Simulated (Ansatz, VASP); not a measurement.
## InSe: VASP beside Ansatz

Contents of INCAR:

```
  PREC = Accurate
  ENCUT = 520
  EDIFF = 1E-8
  ISMEAR = -1
  SIGMA = 0.02
  LREAL = False
  LASPH = True
  NELM = 100
  ALGO = Normal
  ISIF = 2
  LWAVE = False
  LCHARG = False
  GGA = PS
  LEFG = True
  NBANDS = 27
```

Contents of KPOINTS:

```
regular mesh
0
Gamma
  7 7 6
```

The input POSCAR:

```
InSe
1.0
    5.9451207775     -2.0820425748      0.0000000000
    5.9451207775      2.0820425748      0.0000000000
   -1.6204630532      0.0000000000      4.3805531470
In Se
2 2
Direct
    0.8840000000      0.8840000000      0.0050000000
    0.1160000000      0.1160000000      0.9950000000
    0.6600000000      0.6600000000      0.6420000000
    0.3400000000      0.3400000000      0.3580000000
```

Input for Ansatz:

```yaml
crystal:
  lattice:
    - [5.9451207775, -2.0820425748, 0.0]
    - [5.9451207775, 2.0820425748, 0.0]
    - [-1.6204630532, 0.0, 4.380553147]
  atoms:
    - { symbol: In, position: [0.884, 0.884, 0.005] }
    - { symbol: In, position: [0.116, 0.116, 0.995] }
    - { symbol: Se, position: [0.66, 0.66, 0.642] }
    - { symbol: Se, position: [0.34, 0.34, 0.358] }
kpoints:
  mp_grid: { grid: [7, 7, 6] }
scf:
  occupations: { method: fermi_dirac, width: 0.02 }
hamiltonian:
  xc: pbesol
  pseudopotentials: { kind: paw }
output:
  forces: true
  stress: true
  eigenvalues: true
  efg: { contact_densities: true }
  write_density: true
  write_potential: true
  elf: true
  volumetric_format: npy
```

Change from the starting cell: volume scaled by 1.04, PAW files.

Alike in both runs: task electric field gradients; functional PBEsol; k mesh 7 × 7 × 6; occupations fermi-dirac, width 0.02 eV; no spin polarisation.

|  | VASP | Ansatz |
| --- | --- | --- |
| version | VASP 6.6.1 | Ansatz 0.2.0 |
| potentials or method | VASP PAW PBE potentials, release 64 (In_d, Se) | PAW with Ansatz's default frozen-core files, scalar-relativistic |
| plane-wave cutoff (eV) | 520 | 420 |
| valence electrons in the cell | 38 | 58 |

```csv
,VASP,Ansatz,Ansatz less VASP
gap on the k mesh at the Fermi level (eV),0.80,0.80,+0.003
pressure (GPa),-2.2,-2.2,-0.05
"traceless stress, the component that is largest in VASP (GPa)",1.73,1.71,-0.017
rms of the force components (eV/Å),0.348,0.351,+0.0029
size of Vzz on the site where it differs most (V/Å²),78.6,81.7,+3.10
```

VASP's potentials were made for PBE, not for PBEsol. Atom by atom the forces differ by 0.008 eV/Å (rms over components). VASP's potentials hold 38 valence electrons a cell and Ansatz's 58, so a difference there can come from the potentials and not from the codes.
